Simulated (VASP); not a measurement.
# TiB2 (P6/mmm) in VASP: further runs

The runs below take TiB2 through single point, relaxation of cell and atoms, with RPBE, PBE.

Everything below comes from runs of VASP 6.6.1. Logs are shortened: lines on timing, memory, paths and dates and some standing lists are left out, and cuts for length are marked.

## Step 1: The cell of the first run

The structure is hexagonal, space group P6/mmm (No. 191). The conventional cell has a = 3.048 Å, b = 3.048 Å, c = 3.251 Å, α = 90.00°, β = 90.00°, γ = 120.00°. Ti (site symmetry 6/mmm) has 12 B at 2.40 Å and 6 Ti at 3.05 Å within 3.2 Å. Within 2.3 Å of B (site symmetry -6m2) lie 3 B at 1.76 Å.

## Step 2: Single point, RPBE

INCAR reads:

```
PREC = Accurate
ENCUT = 520
EDIFF = 1E-6
ISMEAR = -1
SIGMA = 0.05
LREAL = False
LASPH = True
NELM = 60
ALGO = Normal
ISIF = 2
LWAVE = False
LCHARG = False
GGA = RP
NBANDS = 16
```

KPOINTS reads:

```
Automatic mesh
0
Gamma
  10 10 8
```

POSCAR reads:

```
TiB2
1.0
    3.0480611888      0.0000000000      0.0000000000
   -1.5240305944      2.6396984218      0.0000000000
    0.0000000000      0.0000000000      3.2510845800
Ti B
1 2
Direct
    0.0000000000      0.0000000000      0.0000000000
    0.6666666667      0.3333333333      0.5000000000
    0.3333333333      0.6666666667      0.5000000000
```

Potentials or basis: VASP PAW PBE potentials, release 64 (Ti_sv, B).

On the command line:

```sh
$ cat potpaw_PBE.64/Ti_sv/POTCAR potpaw_PBE.64/B/POTCAR > POTCAR
$ mpirun -np 1 vasp_std > vasp.out
```

OUTCAR:

```text
PREC = Accurate
   ENCUT = 520
   EDIFF = 1E-6
   ISMEAR = -1
   LREAL = False
   LASPH = True
   NELM = 60
   ISIF = 2
   GGA = RP

 ion  position               nearest neighbor table
   1  0.000  0.000  0.000-   2 2.40   3 2.40   2 2.40   3 2.40   2 2.40   2 2.40   3 2.40   3 2.40
                             2 2.40   2 2.40   3 2.40   3 2.40
   2  0.667  0.333  0.500-   3 1.76   3 1.76   3 1.76   1 2.40   1 2.40   1 2.40   1 2.40   1 2.40
                             1 2.40
   3  0.333  0.667  0.500-   2 1.76   2 1.76   2 1.76   1 2.40   1 2.40   1 2.40   1 2.40   1 2.40
                             1 2.40

  LATTYP: Found a hexagonal cell.
 ALAT       =     3.0480611888
 C/A-ratio  =     1.0666073870

  Lattice vectors:

 A1 = (   3.0480611888,   0.0000000000,   0.0000000000)
 A2 = (  -1.5240305944,   2.6396984218,   0.0000000000)
 A3 = (   0.0000000000,   0.0000000000,   3.2510845800)

Analysis of symmetry for initial positions (statically):
=====================================================================
 Subroutine PRICEL returns:
 Original cell was already a primitive cell.

 Routine SETGRP: Setting up the symmetry group for a
 hexagonal supercell.

 Subroutine GETGRP returns: Found 24 space group operations
 (whereof 24 operations were pure point group operations)
 out of a pool of 24 trial point group operations.

The static configuration has the point symmetry D_6h.

Analysis of symmetry for dynamics (positions and initial velocities):
=====================================================================
 Subroutine PRICEL returns:
 Original cell was already a primitive cell.

 Routine SETGRP: Setting up the symmetry group for a
 hexagonal supercell.

 Subroutine GETGRP returns: Found 24 space group operations
 (whereof 24 operations were pure point group operations)
 out of a pool of 24 trial point group operations.

The dynamic configuration has the point symmetry D_6h.

 Subroutine INISYM returns: Found 24 space group operations
 (whereof 24 operations are pure point group operations),
 and found     1 'primitive' translations

----------------------------------------------------------------------------------------

                                     Primitive cell

  volume of cell :      26.1581

  direct lattice vectors                    reciprocal lattice vectors
     3.048061189  0.000000000  0.000000000     0.328077403  0.189415577  0.000000000
    -1.524030594  2.639698422  0.000000000     0.000000000  0.378831154  0.000000000
     0.000000000  0.000000000  3.251084580     0.000000000  0.000000000  0.307589660

  length of vectors
     3.048061189  3.048061189  3.251084580     0.378831154  0.378831154  0.307589660

  position of ions in fractional coordinates (direct lattice)
     0.000000000  0.000000000  0.000000000
     0.666666667  0.333333333  0.500000000
     0.333333333  0.666666667  0.500000000

  ion indices of the primitive-cell ions
   primitive index   ion index
                 1           1
                 2           2
                 3           3

----------------------------------------------------------------------------------------

 KPOINTS: Automatic mesh

Automatic generation of k-mesh.
 Grid dimensions read from file:
 generate k-points for:   10   10    8

 Generating k-lattice:

  Cartesian coordinates                     Fractional coordinates (reciprocal lattice)
     0.032807740  0.018941558  0.000000000     0.100000000  0.000000000  0.000000000
     0.000000000  0.037883115  0.000000000     0.000000000  0.100000000  0.000000000
     0.000000000  0.000000000  0.038448707     0.000000000  0.000000000  0.125000000

  Length of vectors
     0.037883115  0.037883115  0.038448707

  Shift w.r.t. Gamma in fractional coordinates (k-lattice)
     0.000000000  0.000000000  0.000000000

 Subroutine IBZKPT returns following result:
 ===========================================

 Found     70 irreducible k-points:

 Following reciprocal coordinates:
            Coordinates               Weight
  0.000000  0.000000  0.000000      1.000000
  0.100000  0.000000  0.000000      6.000000
  0.200000  0.000000  0.000000      6.000000
  0.300000  0.000000  0.000000      6.000000
  0.400000  0.000000  0.000000      6.000000
  0.500000  0.000000  0.000000      3.000000
[... 16 lines left out ...]
  0.300000  0.100000  0.125000     24.000000
  0.400000  0.100000  0.125000     24.000000
 [... further k-points ...]
   k-points           NKPTS =     70   k-points in BZ     NKDIM =     70   number of bands    NBANDS=     16
   number of dos      NEDOS =    301   number of ions     NIONS =      3
   total plane-waves  NPLWV =  13824
   dimension x,y,z NGX =    24 NGY =   24 NGZ =   24
   dimension x,y,z NGXF=    48 NGYF=   48 NGZF=   48
   ions per type =               1   2
   NGX,Y,Z   is equivalent  to a cutoff of  13.09, 13.09, 12.27 a.u.
   NGXF,Y,Z  is equivalent  to a cutoff of  26.18, 26.18, 24.55 a.u.
 SYSTEM =  unknown system
   PREC   = accura    normal or accurate (medium, high low for compatibility)
   ISTART =      0    job   : 0-new  1-cont  2-samecut
   ICHARG =      2    charge: 1-file 2-atom 10-const
   ISPIN  =      1    spin polarized calculation?
   LNONCOLLINEAR =      F non collinear calculations
   LSORBIT =      F    spin-orbit coupling
   LASPH  =      T    aspherical Exc in radial PAW
   ENCUT  =  520.0 eV  38.22 Ry    6.18 a.u.   5.67  5.67  6.04*2*pi/ulx,y,z
   NELM   =     60;   NELMIN=  2; NELMDL= -5     # of ELM steps
   EDIFF  = 0.1E-05   stopping-criterion for ELM
   LREAL  =      F    real-space projection
   EDIFFG = 0.1E-04   stopping-criterion for IOM
   NSW    =      0    number of steps for IOM
   IBRION =     -1    ionic relax: 0-MD 1-quasi-New 2-CG
   NFREE  =      0    steps in history (QN), initial steepest desc. (CG)
   ISIF   =      2    stress and relaxation
   ISYM   =      2    0-nonsym 1-usesym 2-fastsym
   POTIM  = 0.5000    time-step for ionic-motion
   TEBEG  =    0.0;   TEEND  =   0.0 temperature during run
   PSTRESS=    0.0 pullay stress
   NELECT =      18.0000    total number of electrons
   NUPDOWN=      -1.0000    fix difference up-down
   EMIN   =  10.00;   EMAX   =-10.00  energy-range for DOS
   EFERMI =   0.00;   METHOD = LEGACY
   ISMEAR =    -1;   SIGMA  =   0.05  broadening in eV -4-tet -1-fermi 0-gaus
   EFERMI_NEDOS =   21; number of points for ismear=-14 and -15
   IALGO  =     38    algorithm
   IMIX   =      4    mixing-type and parameters
     AMIX     =   0.40;   BMIX     =  1.00
     AMIX_MAG =   1.60;   BMIX_MAG =  1.00
  volume/ion in A,a.u.               =       8.72        58.84
  Fermi-wavevector in a.u.,A,eV,Ry     =   1.445319  2.731256 28.421832  2.088946
  Thomas-Fermi vector in A             =   2.563514
   LORBIT       =      0    0 simple, 1 ext, 2 COOP (PROOUT), +10 PAW based schemes
   GGA     = RP    functional components
   LHFCALC =     F    Hartree Fock is set to
   AEXX    =    0.0000 exact exchange contribution
   IVDW    =     0    specifies the selected vdW correction
   LEPSILON=     F    determine dielectric tensor
   LRPA    =     F    only Hartree local field effects (RPA)
 non-spin polarized calculation
  energy-cutoff  :      520.00
  volume of cell :       26.16
 maximum number of plane-waves:       721
 NGX is ok and might be reduce to    24
   NGX = 11   NGY = 11   NGZ = 13

 number of electron      18.0000002 magnetization

 Free energy of the ion-electron system (eV)
  ---------------------------------------------------
  ext. energy  EPLUGINS =         0.00000000
  ---------------------------------------------------
  free energy    TOTEN  =       -23.32505740 eV

  energy without entropy =      -23.31865996  energy(sigma->0) =      -23.32185868

 E-fermi :   9.8498     XC(G=0): -12.6121

 val. band max:        9.8263639541   @ k =   0.2000   0.2000   0.1250
 cond. band min:       9.8522684948   @ k =   0.3000   0.2000   0.0000
 fundamental gap:      0.0259045407
 Fermi energy:         9.8498388796

 k-point     1 :       0.0000    0.0000    0.0000
  band No.  band energies     occupation
      1     -47.2439      2.00000
      2     -23.5138      2.00000
      3     -23.2224      2.00000
      4     -23.2224      2.00000
      5      -3.5675      2.00000
      6       7.3491      2.00000
[... 8 lines left out ...]
     15      15.5887      0.00000
     16      16.6134      0.00000

 k-point     2 :       0.1000    0.0000    0.0000
  band No.  band energies     occupation
      1     -47.2392      2.00000
      2     -23.5077      2.00000
      3     -23.2591      2.00000
      4     -23.2308      2.00000
      5      -3.3777      2.00000
      6       6.7981      2.00000
[... 8 lines left out ...]
     15      16.6566      0.00000
     16      17.2406      0.00000

 k-point     3 :       0.2000    0.0000    0.0000
  band No.  band energies     occupation
      1     -47.2269      2.00000
      2     -23.4918      2.00000
      3     -23.3541      2.00000
      4     -23.2525      2.00000
      5      -2.8226      2.00000
      6       5.4656      2.00000
[... 8 lines left out ...]
     15      17.6561      0.00000
     16      18.7411      0.00000

 k-point     4 :       0.3000    0.0000    0.0000
  band No.  band energies     occupation
      1     -47.2116      2.00000
      2     -23.4721      2.00000
      3     -23.4697      2.00000
      4     -23.2793      2.00000
      5      -1.9398      2.00000
      6       3.8365      2.00000
[... 8 lines left out ...]
     15      16.9787      0.00000
     16      18.7612      0.00000
[... 324 lines left out ...]
 k-point    22 :       0.2000    0.1000    0.1250
  band No.  band energies     occupation
      1     -47.2150      2.00000
      2     -23.5043      2.00000
      3     -23.4175      2.00000
      4     -23.2767      2.00000
      5      -2.1327      2.00000
      6       4.6857      2.00000
[... 8 lines left out ...]
     15      17.7495      0.00000
     16      19.0925      0.00000

 k-point    23 :       0.3000    0.1000    0.1250
  band No.  band energies     occupation
      1     -47.2012      2.00000
      2     -23.5143      2.00000
      3     -23.4849      2.00000
      4     -23.3075      2.00000
      5      -1.1471      2.00000
      6       3.0966      2.00000
[... 8 lines left out ...]
     15      17.9722      0.00000
     16      19.4381      0.00000

 k-point    24 :       0.4000    0.1000    0.1250
  band No.  band energies     occupation
      1     -47.1926      2.00000
      2     -23.5728      2.00000
      3     -23.4736      2.00000
      4     -23.3264      2.00000
      5       0.0792      2.00000
      6       1.5366      2.00000
[... 8 lines left out ...]
     15      18.2558      0.00000
     16      19.2522      0.00000

 [... further k-points ...]
[... 5 lines left out ...]
  --------------------------------------------------------------------------------------
  -------------------------------------------------------------------------------------
  Total        0.0218717      0.0218717      0.0232857      0.0000000     -0.0000000     -0.0000000
  in kB        1.3396386      1.3396386      1.4262418      0.0000000     -0.0000000     -0.0000000
  external PRESSURE =       1.3685063 kB  Pullay stress =       0.0000000 kB

 VOLUME and BASIS-vectors are now :
 -----------------------------------------------------------------------------
  energy-cutoff  :      520.00
  volume of cell :       26.16
      direct lattice vectors                 reciprocal lattice vectors
     3.048061189  0.000000000  0.000000000     0.328077403  0.189415577  0.000000000
    -1.524030594  2.639698422  0.000000000     0.000000000  0.378831154  0.000000000
     0.000000000  0.000000000  3.251084580     0.000000000  0.000000000  0.307589660

 POSITION                                       TOTAL-FORCE (eV/Angst)
 -----------------------------------------------------------------------------------
      0.00000      0.00000      0.00000         0.000000     -0.000000     -0.000000
      1.52403      0.87990      1.62554        -0.000000      0.000000      0.000000
     -0.00000      1.75980      1.62554         0.000000     -0.000000     -0.000000
 -----------------------------------------------------------------------------------
    total drift:                               -0.000000      0.000000      0.000000

  FREE ENERGIE OF THE ION-ELECTRON SYSTEM (eV)
  ---------------------------------------------------
  free  energy   TOTEN  =       -23.3250573987 eV

  energy  without entropy=      -23.3186599573  energy(sigma->0) =      -23.32185868
```

Wall time 8.7 s (1 thread of Intel Xeon 6975P-C (Granite Rapids), shared host); peak memory 0.15 GiB.

What came out:

```yaml
Free_energy: -23.3251 eV
Pressure: 0.1 GPa
Band_gap_on_the_k_mesh: zero (band 9 reaches 10.28 eV, above the bottom of band 10 at 9.73 eV)
```

Levels at points of the mesh, in eV from the Fermi level:
| k point | band 6 | band 7 | band 8 | band 9 | band 10 | band 11 | band 12 | band 13 |
| --- | --- | --- | --- | --- | --- | --- | --- | --- |
| (0.00, 0.00, 0.00) | -2.50 | -2.50 | -2.29 | -2.02 | 1.89 | 1.89 | 3.62 | 3.62 |
| (0.50, 0.00, 0.00) | -9.22 | -3.19 | -3.12 | -2.17 | 1.35 | 2.72 | 3.18 | 3.36 |
| (0.00, 0.00, 0.50) | -7.51 | -0.49 | -0.49 | -0.12 | -0.12 | 0.48 | 0.48 | 1.65 |
| (0.50, 0.00, 0.50) | -7.50 | -4.51 | -3.71 | -3.11 | 2.47 | 2.89 | 4.37 | 4.51 |

Caveat: the PAW data sets were made with another functional, which shifts forces and pressure a little.

## Step 3: Relaxation of cell and atoms, PBE

This run uses another cell than the first one, of 8.55 Å³/atom, 0.981 times its volume.

INCAR reads:

```
SYSTEM = TiB2
PREC = Accurate
ENCUT = 600
EDIFF = 1E-7
ISMEAR = -1
SIGMA = 0.05
LREAL = .False.
LASPH = .True.
NELM = 60
ALGO = Normal
ISIF = 3
LWAVE = .False.
LCHARG = .False.
GGA = PE
IBRION = 2
NSW = 60
EDIFFG = -0.01
```

KPOINTS reads:

```
Automatic mesh
0
Gamma
  10 10 8
  0 0 0
```

POSCAR reads:

```
TiB2
1.0
    3.0292000000      0.0000000000      0.0000000000
   -1.5146000000      2.6233641531      0.0000000000
    0.0000000000      0.0000000000      3.2284000000
Ti B
1 2
Direct
    0.0000000000      0.0000000000      0.0000000000
    0.6666666667      0.3333333333      0.5000000000
    0.3333333333      0.6666666667      0.5000000000
```

Potentials or basis: VASP PAW PBE potentials, release 64 (Ti_sv, B).

On the command line:

```sh
$ cat potpaw_PBE.64/Ti_sv/POTCAR potpaw_PBE.64/B/POTCAR > POTCAR
$ mpirun -np 1 vasp_std > vasp.out
```

Run time: 22 s. Hardware: 1 thread of Intel Xeon 6975P-C (Granite Rapids), shared host; peak memory 0.17 GiB.

It converged, with:

```yaml
Free_energy: -24.4264 eV
Relaxed_volume: 8.57 Å³/atom
Relaxed_cell: a = 3.032 Å, b = 3.032 Å, c = 3.229 Å, α = 90.00°, β = 90.00°, γ = 120.00°
Space_group_after_relaxing_to_0.05_Å: P6/mmm (No. 191)
Energy_gained_by_relaxing: 0.0 meV/atom
Ionic_steps: 3
Pressure_after_relaxing: 0.0 GPa
Band_gap_on_the_k_mesh: zero (band 9 reaches 10.37 eV, above the bottom of band 10 at 9.80 eV)
```

Stress tensor (GPa, compression positive):
```
 0.03  0.00  0.00
 0.00  0.03  0.00
 0.00  0.00 -0.09
```

Final structure:
```
Ti B
1.0
     3.03150    0.00000    0.00000
    -1.51575    2.62536    0.00000
     0.00000    0.00000    3.22914
Ti B
1 2
Direct
  0.00000 0.00000 0.00000
  0.66667 0.33333 0.50000
  0.33333 0.66667 0.50000
```

Levels at points of the mesh, in eV from the Fermi level:
```
           k point  band 5  band 6  band 7  band 8  band 9  band 10  band 11  band 12  band 13
(0.00, 0.00, 0.00)  -13.44   -2.54   -2.54   -2.26   -2.05     1.94     1.94     3.70     3.70
(0.50, 0.00, 0.00)   -9.30   -9.17   -3.21   -3.15   -2.20     1.39     2.79     3.26     3.42
(0.00, 0.00, 0.50)  -11.52   -7.54   -0.49   -0.49   -0.12    -0.12     0.49     0.49     1.70
(0.50, 0.00, 0.50)   -9.68   -7.49   -4.57   -3.76   -3.09     2.53     2.96     4.51     4.62
```
